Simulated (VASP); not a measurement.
**HfO2: single point with LDA**

The system is HfO2.

```
Hf O
1.0
     4.78890    0.00000    0.00000
     0.00000    4.78890    0.00000
     0.38230    0.00000    3.18582
Hf O
2 4
Direct
  0.00000 0.00000 0.00000
  0.50000 0.50000 0.50000
  0.20134 0.81001 0.47678
  0.29866 0.31001 0.02322
  0.70134 0.68999 0.97678
  0.79866 0.18999 0.52322
```

This cell differs from its parent crystal: shear of c along a, cell held: +12.0 %, then relaxed in part.

```yaml
Program: VASP 6.6.1
Task: single point
Functional: LDA
Potentials_or_basis: VASP PAW LDA potentials, release 64 (Hf_pv, O)
Cutoff: 520 eV
k_mesh: 6 × 6 × 8
Occupations: gaussian, width 0.02 eV
Spin: no spin polarisation
Dipole_correction: no
Further_INCAR_settings: ALGO = Normal; EDIFF = 1e-07; NBANDS = 31
```

```
Pressure               : -3.2 GPa
Largest force          : 0.048 eV/Å
Band gap on the k mesh : 3.49 eV
```

Forces on the atoms (eV/Å):
```
Hf   0.000  0.000  0.000
Hf   0.000  0.000  0.000
O   -0.028  0.028  0.027
O    0.028  0.028 -0.027
O   -0.028 -0.028  0.027
O    0.028 -0.028 -0.027
```

Stress tensor (GPa, compression positive):
```
 -3.50   0.00 -13.10
  0.00  -1.52   0.00
-13.10   0.00  -4.58
```

Levels at points of the mesh, in eV from the valence-band top:
```
           k point  band 19  band 20  band 21  band 22  band 23  band 24  band 25  band 26
(0.00, 0.00, 0.00)    -1.01    -0.50    -0.35     0.00     3.49     3.51     5.03     5.42
(0.50, 0.00, 0.00)    -1.53    -1.53    -0.69    -0.69     4.35     4.35     5.63     5.63
(0.00, 0.50, 0.00)    -1.55    -1.55    -0.68    -0.68     4.35     4.35     5.59     5.59
(0.50, 0.50, 0.00)    -1.31    -1.31    -0.80    -0.80     3.77     3.77     5.46     5.46
(0.00, 0.00, 0.50)    -2.12    -2.12    -0.98    -0.98     5.33     5.33     5.82     5.82
(0.50, 0.00, 0.50)    -1.69    -1.56    -1.36    -0.56     3.60     4.38     5.91     6.16
(0.00, 0.50, 0.50)    -1.83    -1.83    -1.05    -1.05     3.87     3.87     6.01     6.01
(0.50, 0.50, 0.50)    -1.25    -1.25    -0.46    -0.46     4.78     4.78     5.71     5.71
```

It took 2.9 min on 1 thread of AMD EPYC 7R43 64-Core Processor (Zen 3), on a shared host, peak memory 0.26 GiB.

Caveat: the cell differs from its parent crystal (shear of c along a, cell held: +12.0 %, then relaxed in part); the cell stands under tension; spin-orbit coupling is left out, which moves the levels of the heavy elements. A k mesh can miss the band edges.
